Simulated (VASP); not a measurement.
BaTe, 8 atoms in the cell. It takes space group Pnma (No. 62, orthorhombic). Conventional cell: a = 6.833 Å, b = 4.348 Å, c = 7.348 Å, α = 90.00°, β = 90.00°, γ = 90.00°. Ba (site symmetry m) has 6 Te at 2.67 to 3.22 Å and 4 Ba at 3.53 Å within 3.6 Å. Te (site symmetry m) has 6 Ba at 2.67 to 3.22 Å within 3.5 Å. 

```yaml
Program: VASP 6.6.1
Task: single point
Functional: r2SCAN
Potentials_or_basis: VASP PAW PBE potentials, release 64 (Ba_sv, Te)
Cutoff: 520 eV
k_mesh: 4 × 4 × 6
Occupations: methfessel-paxton, width 0.0506 eV
Spin: no spin polarisation
Dipole_correction: no
Further_INCAR_settings: ALGO = Normal; EDIFF = 1e-06; NBANDS = 42
```

Potentials or basis: VASP PAW PBE potentials, release 64 (Ba_sv, Te).

Command:

```sh
$ cat potpaw_PBE.64/Ba_sv/POTCAR potpaw_PBE.64/Te/POTCAR > POTCAR
$ cp INCAR.step1 INCAR
$ mpirun -np 1 vasp_std > vasp.out
$ cp INCAR.step2 INCAR
$ mpirun -np 1 vasp_std > vasp.out
```

Hardware: 1 thread of Intel Xeon 8259CL, with other jobs on the host.

Problem. Estimate the wall time of this run.

Solution. Run time: 33 min on 1 thread of Intel Xeon 8259CL, with other jobs on the host, peak memory 0.51 GiB. Counts: k points 36.
